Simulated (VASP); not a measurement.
Here is a VASP 6.6.1 calculation.

File INCAR:

```
ALGO = Normal
EDIFF = 1E-6
ENCUT = 520
GGA = PE
ISIF = 2
ISMEAR = 1
LASPH = T
LCHARG = F
LDAU = T
LDAUJ = 0 0 0
LDAUL = -1 2 -1
LDAUPRINT = 1
LDAUTYPE = 2
LDAUU = 0 6 0
LMAXMIX = 4
LREAL = F
LWAVE = F
NBANDS = 28
NELM = 150
PREC = Accurate
SIGMA = 0.1
```

Contents of KPOINTS:

```
k-points
0
Gamma
  6 6 6
```

File POSCAR:

```
BaTiO3
1.0
    4.0060000000      0.0000000000      0.0000000000
    0.0000000000      4.0060000000      0.0000000000
    0.0000000000      0.0000000000      4.0060000000
Ba Ti O
1 1 3
Direct
    0.5000000000      0.5000000000      0.5000000000
    0.0000000000      0.0000000000      0.0000000000
    0.0000000000      0.0000000000      0.5000000000
    0.0000000000      0.5000000000      0.0000000000
    0.5000000000      0.0000000000      0.0000000000
```

Potentials or basis: VASP PAW PBE potentials, release 64 (Ba_sv, Ti_sv, O).

Launch:

```bash
$ cat potpaw_PBE.64/Ba_sv/POTCAR potpaw_PBE.64/Ti_sv/POTCAR potpaw_PBE.64/O/POTCAR > POTCAR
$ mpirun -np 1 vasp_std > vasp.out
```

**Question.** Predict the pressure.

**Answer.** 8.2 GPa.

**Question.** What does it give for the band gap on the k mesh?

**Answer.** 2.48 eV, indirect (least direct gap 2.69 eV).

Eigenvalues of the final occupation matrices:
```
    site  spin  trace               eigenvalues
site 2 d     1   0.75  0.09 0.09 0.09 0.23 0.23
site 2 d     2   0.75  0.09 0.09 0.09 0.23 0.23
```

Caveat: spin-orbit coupling is left out, which moves the levels of the heavy elements. A k mesh can miss the band edges.
